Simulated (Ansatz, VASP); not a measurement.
# Al3Cu in VASP and in Ansatz

```
CELL_PARAMETERS angstrom
3.94131 -0.42176 -0.42176
-0.42176 3.94131 -0.42176
-0.42176 -0.42176 3.94131
ATOMIC_POSITIONS crystal
Al 0.00000 0.50000 0.50000
Al 0.50000 0.00000 0.50000
Al 0.50000 0.50000 0.00000
Cu 0.00000 0.00000 0.00000
```

Alike in both runs: task single point; functional PBEsol; k mesh 14 × 14 × 14; occupations gaussian, width 0.15 eV; no spin polarisation.

|  | VASP | Ansatz |
| --- | --- | --- |
| version | VASP 6.6.1 | Ansatz 0.2.0 |
| potentials or method | VASP PAW PBE potentials, release 64 (Al, Cu), cutoff 520 eV | scalar-relativistic, plane waves, PAW |
| valence electrons in the cell | 20 | 28 |

Ansatz gave:

* gap on the k mesh at the Fermi level (eV): none
* pressure (GPa): 10.0
* traceless stress, the component that is largest in VASP (GPa): 8.61

Question: Estimate VASP's values.

Answer: gap on the k mesh at the Fermi level (eV): none; pressure (GPa): 10.2; traceless stress, the component that is largest in VASP (GPa): 8.64.

VASP's potentials were made for PBE, not for PBEsol. A gap of «none» marks a metal or a gap that the smearing closes. With one functional, cell and mesh, what is left measures potentials, basis and numerics. VASP's potentials hold 20 valence electrons a cell and Ansatz's 28, so a difference there can come from the potentials and not from the codes.
